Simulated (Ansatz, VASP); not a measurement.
Ir: VASP beside Ansatz

```
CELL_PARAMETERS angstrom
0.00000 1.90583 1.90583
1.90583 0.00000 1.90583
1.90583 1.90583 0.00000
ATOMIC_POSITIONS crystal
Ir 0.00000 0.00000 0.00000
```

Alike in both runs: functional LDA; k mesh 14 × 14 × 14; occupations fermi-dirac, width 0.05 eV; collinear spin.

Ansatz relaxed the structure, and its values are those at the end. VASP's run is a single point on that final structure, the one shown.

```csv
,VASP,Ansatz
version,VASP 6.6.1,Ansatz 0.2.0
potentials or method,"VASP PAW LDA potentials, release 64 (Ir_sv_GW), cutoff 560 eV","plane waves (420 eV) with PAW, scalar-relativistic"
valence electrons in the cell,17,17
```

VASP gave:

```
pressure (GPa)           : -0.3
net moment per atom (μB) : 0.00
```

Q: Which values does Ansatz return?

A: Pressure (GPa): 0.0; net moment per atom (μB): 0.00.

Ansatz warns that its potentials were made for another functional, while VASP's fit it. LDA's correlation is that of Perdew and Zunger in VASP and of Perdew and Wang (1992) in Ansatz. Ansatz's warnings: seeded moment not kept.

Neither program's run includes spin-orbit coupling.
